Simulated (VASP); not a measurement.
# Ni (P6_3/mmc) in VASP: notebook, part 2 of 2

VASP 6.6.1.

**4. Single point, PBEsol, collinear spin, ferromagnetic start**

This run uses another cell than the first one, of 11.63 Å³/atom.

The input, INCAR:

```
SYSTEM = Ni
PREC     = Accurate       ! precision mode
ENCUT    = 520            ! plane-wave cutoff, eV
EDIFF    = 1E-6           ! SCF threshold, eV
ISMEAR   = -1             ! smearing method
SIGMA    = 0.1            ! smearing width, eV
LREAL    = .False.        ! projectors in reciprocal space
LASPH    = .True.         ! aspherical terms in the spheres
NELM     = 150            ! most SCF steps
ALGO     = Normal         ! electronic algorithm
ISIF     = 2              ! what is computed and relaxed
LWAVE    = .False.        ! write WAVECAR
LCHARG   = .False.        ! write CHGCAR
ISPIN    = 2              ! spin polarisation
MAGMOM   = 1.5 1.5        ! initial moments
LORBIT   = 11             ! projections on sites
LMAXMIX  = 4              ! l up to which the mixer works
GGA      = PS             ! functional
NBANDS   = 21             ! bands
```

The input, KPOINTS:

```
Automatic mesh
0
Gamma
  13 13 7
  0 0 0
```

The input, POSCAR:

```
Ni
1.0
    2.5270454651      0.0000000000      0.0000000000
   -1.2635222164      2.1884854588      0.0000000000
    0.0000000000      0.0000000000      4.2042787125
Ni
2
Direct
    0.3333333333      0.6666666667      0.2500000000
    0.6666666667      0.3333333333      0.7500000000
```

Potentials or basis: VASP PAW PBE potentials, release 64 (Ni).

Started as:

```console
> cat potpaw_PBE.64/Ni/POTCAR > POTCAR
> mpirun -np 1 vasp_std > vasp.out
```

OUTCAR:

```text
SYSTEM = Ni
   PREC = Accurate
   ENCUT = 520
   EDIFF = 1E-6
   ISMEAR = -1
   LREAL = .False.
   LASPH = .True.
   NELM = 150
   ISIF = 2
   ISPIN = 2
   LORBIT = 11
   GGA = PS

 ion  position               nearest neighbor table
   1  0.333  0.667  0.250-   2 2.56   2 2.56   2 2.56   2 2.56   2 2.56   2 2.56
   2  0.667  0.333  0.750-   1 2.56   1 2.56   1 2.56   1 2.56   1 2.56   1 2.56

  LATTYP: Found a hexagonal cell.
 ALAT       =     2.5270454651
 C/A-ratio  =     1.6637131269

  Lattice vectors:

 A1 = (   2.5270454651,   0.0000000000,   0.0000000000)
 A2 = (  -1.2635222164,   2.1884854588,   0.0000000000)
 A3 = (   0.0000000000,   0.0000000000,   4.2042787125)

Analysis of symmetry for initial positions (statically):
=====================================================================
 Subroutine PRICEL returns:
 Original cell was already a primitive cell.

 Routine SETGRP: Setting up the symmetry group for a
 hexagonal supercell.
[... 777 lines left out ...]
      3       6.6663      1.00000
      4       6.7933      1.00000
      5       6.7933      1.00000
      6       7.0366      1.00000
[... 565 lines left out ...]
     20      34.9524      0.00000
     21      35.8011      0.00000

 [... further k-points ...]

------------------------ aborting loop because EDIFF is reached ----------------------------------------

  FORCE on cell =-STRESS in cart. coord.  units (eV):
  Direction    XX          YY          ZZ          XY          YZ          ZX
  --------------------------------------------------------------------------------------
  -------------------------------------------------------------------------------------
  Total       -2.5884227     -2.5884224     -2.9391731     -0.0000006      0.0000000      0.0000000
  in kB     -178.3600390   -178.3600210   -202.5291407     -0.0000421      0.0000000      0.0000000
  external PRESSURE =    -186.4164002 kB  Pullay stress =       0.0000000 kB

 VOLUME and BASIS-vectors are now :
 -----------------------------------------------------------------------------
  energy-cutoff  :      520.00
  volume of cell :       23.25
      direct lattice vectors                 reciprocal lattice vectors
     2.527045465  0.000000000  0.000000000     0.395719038  0.228468411  0.000000000
    -1.263522216  2.188485459  0.000000000     0.000000000  0.456937009  0.000000000
     0.000000000  0.000000000  4.204278712     0.000000000  0.000000000  0.237852928

 POSITION                                       TOTAL-FORCE (eV/Angst)
 -----------------------------------------------------------------------------------
      0.00000      1.45899      1.05107         0.000000      0.000000      0.000000
      1.26352      0.72950      3.15321        -0.000000     -0.000000      0.000000
 -----------------------------------------------------------------------------------
    total drift:                               -0.000000      0.000000     -0.000000

  FREE ENERGIE OF THE ION-ELECTRON SYSTEM (eV)
  ---------------------------------------------------
  free  energy   TOTEN  =       -12.1279096764 eV

  energy  without entropy=      -11.9976862571  energy(sigma->0) =      -12.06279797

 total charge

# of ion       s       p       d       tot
------------------------------------------
    1        0.473   0.445   8.286   9.203
    2        0.473   0.445   8.286   9.203
--------------------------------------------------
tot          0.945   0.891  16.571  18.407

 magnetization (x)

# of ion       s       p       d       tot
------------------------------------------
    1       -0.005  -0.022   0.678   0.650
    2       -0.005  -0.022   0.678   0.650
--------------------------------------------------
tot         -0.010  -0.045   1.355   1.300
```

stdout:

```text
POSCAR found type information on POSCAR Ni
 POSCAR found :  1 types and       2 ions
 scaLAPACK will be used
 -----------------------------------------------------------------------------
|                                                                             |
|                                                                             |
|     You enforced a specific xc type in the INCAR file but a different       |
|     I HOPE YOU KNOW WHAT YOU ARE DOING!                                     |
|                                                                             |
 -----------------------------------------------------------------------------

 LDA part: xc-table for (Slater+PW92), standard interpolation
 POSCAR, INCAR and KPOINTS ok, starting setup
 FFT: planning ... GRIDC
 FFT: planning ... GRID_SOFT
 FFT: planning ... GRID
 WAVECAR not read
 entering main loop
```

Wall time 69 s (1 thread of Intel Xeon 8259CL, shared host); peak memory 0.18 GiB.

What came out:

```
Free energy                                           : -12.1279 eV
Pressure                                              : -18.6 GPa
Net moment                                            : 1.27 μB per cell
Site moments                                          : Ni +0.65 μB
Valence electrons inside the program's atomic spheres : Ni 9.20
```

Stress tensor (GPa, compression positive):
```
-17.84   0.00   0.00
  0.00 -17.84   0.00
  0.00   0.00 -20.25
```

Caveat: the cell stands under tension; the PAW data sets were made with another functional, which shifts forces and pressure a little.

**5. Summary**

| cell | gap on the mesh (eV) | pressure (GPa) | moment (μB) |
| --- | --- | --- | --- |
| a = 2.488, b = 2.488, c = 4.140 Å, angles 90.0, 90.0, 120.0°, 2 atoms | none | -11.9 | 1.25 |
| a = 2.508, b = 2.508, c = 4.172 Å, angles 90.0, 90.0, 120.0°, 2 atoms | none | -15.6 | 1.26 |
| a = 2.527, b = 2.527, c = 4.204 Å, angles 90.0, 90.0, 120.0°, 2 atoms | none | -18.6 | 1.27 |

Alike in all rows: task single point; level PBEsol; potentials or basis VASP PAW PBE potentials, release 64 (Ni); spin collinear, ferromagnetic start; k mesh 13 × 13 × 7; cutoff (eV) 520; smearing fermi-dirac 0.1 eV.

Caveats: the cell stands under tension; the PAW data sets were made with another functional, which shifts forces and pressure a little.

Absolute energies hang on the potentials; compare differences alone.
